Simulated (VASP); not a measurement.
A run of VASP 6.6.1 is set up as follows.

The input INCAR:

```
  PREC = Accurate
  ENCUT = 520
  EDIFF = 1E-6
  ISMEAR = -1
  SIGMA = 0.05
  LREAL = False
  LASPH = True
  NELM = 80
  ALGO = Normal
  ISIF = 2
  LWAVE = False
  LCHARG = True
  GGA = B5
  ALDAX = 1.0
  AGGAX = 1.0
  AGGAC = 1.0
  ALDAC = 0.0
  IVDW = 13
  VDW_S6 = 1.0
  VDW_S8 = 2.34076671
  VDW_A1 = 0.44488865
  VDW_A2 = 4.0933009
  LELF = True
  LVHAR = True
  NBANDS = 27
```

Contents of KPOINTS:

```
regular mesh
0
Gamma
  7 7 7
```

POSCAR

```
KTaO3
1.0
    4.0295878139      0.0000000000      0.0000000000
    0.0000000000      4.0295878139      0.0000000000
    0.0000000000      0.0000000000      4.0295878139
Ta K O
1 1 3
Direct
    0.0000000000      0.0000000000      0.0000000000
    0.5000000000      0.5000000000      0.5000000000
    0.0000000000      0.0000000000      0.5000000000
    0.0000000000      0.5000000000      0.0000000000
    0.5000000000      0.0000000000      0.0000000000
```

Potentials or basis: VASP PAW PBE potentials, release 64 (Ta_pv, K_sv, O).

The run is started by

```bash
$ cat potpaw_PBE.64/Ta_pv/POTCAR potpaw_PBE.64/K_sv/POTCAR potpaw_PBE.64/O/POTCAR > POTCAR
$ mpirun -np 1 vasp_std > vasp.out
```

Task: Predict the dispersion energy per atom.

Result: -0.284 eV.

Task: Estimate the pressure.

Result: 1.2 GPa.

Caveat: the PAW data sets were made with another functional, which shifts forces and pressure a little.
